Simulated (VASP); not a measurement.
Na, 1 atom in the cell. It takes space group Pm-3m (No. 221, cubic). Conventional cell: a = 3.255 Å, b = 3.255 Å, c = 3.255 Å, α = 90.00°, β = 90.00°, γ = 90.00°. Na (site symmetry m-3m) has 6 Na at 3.25 Å within 4.3 Å.  This cell differs from its parent crystal: volume scaled by 0.96.

```yaml
Program: VASP 6.6.1
Task: single point
Functional: LDA
Potentials_or_basis: VASP PAW LDA potentials, release 64 (Na_pv)
Cutoff: 520 eV
k_mesh: 11 × 11 × 11
Occupations: fermi-dirac, width 0.1 eV
Spin: no spin polarisation
Dipole_correction: no
Further_INCAR_settings: ALGO = Normal; EDIFF = 1e-06; NBANDS = 10
```

Potentials or basis: VASP PAW LDA potentials, release 64 (Na_pv).

Command:

```console
$ cat potpaw_LDA.64/Na_pv/POTCAR > POTCAR
$ mpirun -np 1 vasp_std > vasp.out
```

Hardware: 1 thread of Intel(R) Xeon(R) Platinum 8259CL CPU @ 2.50GHz (Skylake/Cascade Lake), with other jobs on the host.

Estimate the wall time of this run.

It took 5.5 s on 1 thread of Intel(R) Xeon(R) Platinum 8259CL CPU @ 2.50GHz (Skylake/Cascade Lake) (shared host), peak memory 0.13 GiB. Counts: scf iterations 9, k points 56.
